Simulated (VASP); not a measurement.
Write the native input for VASP 6.6.1 that does the following.

* Task: single point
* Functional: PBE
* Potentials or basis: VASP PAW PBE potentials, release 64 (Sc_sv, Nb_sv, O)
* Cutoff: 520 eV
* k mesh: 12 × 12 × 12
* Occupations: gaussian, width 0.1 eV
* Spin: no spin polarisation
* Dipole correction: no
* Further INCAR settings: ALGO = Normal; EDIFF = 1e-06; NBANDS = 36

The structure of ScNb2O3 lies in POSCAR:

```
ScNb2O3
1.0
    2.7011763124      1.5595248711      2.9797521996
   -2.7011763124      1.5595248711      2.9797521996
    0.0000000000     -3.1190497421      2.9797521996
Sc Nb O
1 2 3
Direct
    0.0000000000      0.0000000000      0.0000000000
    0.3319672153      0.3319672153      0.3319672153
    0.6680327847      0.6680327847      0.6680327847
    0.0000000000      0.5000000000      0.0000000000
    0.0000000000      0.0000000000      0.5000000000
    0.5000000000      0.0000000000      0.0000000000
```

The cell was generated, and may not be a known phase.

These files were run (other wordings do the same):

INCAR

```
ALGO = Normal
EDIFF = 1E-6
ENCUT = 520
GGA = PE
ISIF = 2
ISMEAR = 0
LASPH = True
LCHARG = False
LREAL = False
LWAVE = False
NBANDS = 36
NELM = 60
PREC = Accurate
SIGMA = 0.1
```

KPOINTS

```
k-points
0
Gamma
  12 12 12
```

Potentials or basis: VASP PAW PBE potentials, release 64 (Sc_sv, Nb_sv, O).

The run is started by

```sh
$ cat potpaw_PBE.64/Sc_sv/POTCAR potpaw_PBE.64/Nb_sv/POTCAR potpaw_PBE.64/O/POTCAR > POTCAR
$ mpirun -np 1 vasp_std > vasp.out
```

Results of the run:

The pressure is 0.3 GPa and the band gap on the k mesh is zero (an odd number of electrons rules out a gap without spin polarisation).

Caveat: an odd number of electrons without spin polarisation forces a metal; a magnetic or distorted state may lie lower.

Wall time 4.8 min on 1 thread of AMD EPYC 9R45 96-Core Processor (Zen 5), on a shared host, peak memory 0.49 GiB.
